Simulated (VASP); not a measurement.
Co, 2 atoms in the cell. Symmetry: P6_3/mmc, No. 194, hexagonal system. Conventional cell: a = 2.507 Å, b = 2.507 Å, c = 4.069 Å, α = 90.00°, β = 90.00°, γ = 120.00°. Co (site symmetry -6m2) has 12 Co at 2.50 to 2.51 Å within 3.3 Å. 

* Program: VASP 6.6.1
* Task: single point
* Functional: r2SCAN
* Potentials or basis: VASP PAW PBE potentials, release 64 (Co)
* Cutoff: 520 eV
* k mesh: 13 × 13 × 7
* Occupations: gaussian, width 0.1 eV
* Spin: collinear spin, ferromagnetic start
* Starting moments: [3.0, 3.0] μB
* Dipole correction: no
* Further INCAR settings: ALGO = Normal; EDIFF = 1e-06; NBANDS = 20

Potentials or basis: VASP PAW PBE potentials, release 64 (Co).

The run is started by

```console
$ cat potpaw_PBE.64/Co/POTCAR > POTCAR
$ cp INCAR.step1 INCAR
$ mpirun -np 1 vasp_std > vasp.out
$ cp INCAR.step2 INCAR
$ mpirun -np 1 vasp_std > vasp.out
```

Hardware: 1 thread of Intel(R) Xeon(R) Platinum 8375C CPU @ 2.90GHz (Ice Lake) (shared host).

Task: Estimate the wall time of this run.

Result: It took 2.8 min on 1 thread of Intel(R) Xeon(R) Platinum 8375C CPU @ 2.90GHz (Ice Lake) (shared host), peak memory 0.18 GiB. Counts: k points 84.
